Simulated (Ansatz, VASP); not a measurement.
Two plane-wave programs on C

File INCAR:

```
ALGO = Normal
EDIFF = 1E-7
ENCUT = 520
GGA = PE
ISIF = 2
ISMEAR = 0
LASPH = T
LCHARG = F
LREAL = F
LWAVE = F
NBANDS = 11
NELM = 100
PREC = Accurate
SIGMA = 0.05
```

File KPOINTS:

```
k-points
0
Gamma
  12 12 12
```

Contents of POSCAR:

```
C
1.0
    0.0000000000      1.7298980000      1.8101510000
    1.7298980000      0.0000000000      1.8101510000
    1.7298980000      1.7298980000      0.0000000000
C
2
Direct
    0.5000000000      0.5000000000      0.5000000000
    0.7500000000      0.7500000000      0.7500000000
```

Input for Ansatz:

```yaml
crystal:
  lattice:
    - [0.0, 1.729898, 1.810151]
    - [1.729898, 0.0, 1.810151]
    - [1.729898, 1.729898, 0.0]
  atoms:
    - { symbol: C, position: [0.5, 0.5, 0.5] }
    - { symbol: C, position: [0.75, 0.75, 0.75] }
basis:
  ecutwfc: 420
kpoints:
  mp_grid: { grid: [12, 12, 12] }
hamiltonian:
  xc: pbe
scf:
  occupations: { method: gaussian, width: 0.05 }
output:
  forces: true
  stress: true
  eigenvalues: true
```

Change from the starting cell: strain -0.030 along x and y, +0.015 along z, atoms carried along.

Alike in both runs: task single point; functional PBE; k mesh 12 × 12 × 12; occupations gaussian, width 0.05 eV; no spin polarisation.

|  | VASP | Ansatz |
| --- | --- | --- |
| version | VASP 6.6.1 | Ansatz 0.2.0 |
| potentials or method | VASP PAW PBE potentials, release 64 (C), cutoff 520 eV | scalar-relativistic, plane waves, PAW |
| valence electrons in the cell | 8 | 8 |

|  | VASP | Ansatz | Ansatz less VASP |
| --- | --- | --- | --- |
| gap on the k mesh at the Fermi level (eV) | 3.67 | 3.68 | +0.007 |
| least direct gap on the mesh (eV) | 5.30 | 5.30 | +0.005 |
| pressure (GPa) | 24.7 | 23.8 | -0.87 |
| traceless stress, the component that is largest in VASP (GPa) | -30.89 | -30.92 | -0.026 |

The functional is the same, so the differences come from potentials, cutoffs and numerics.
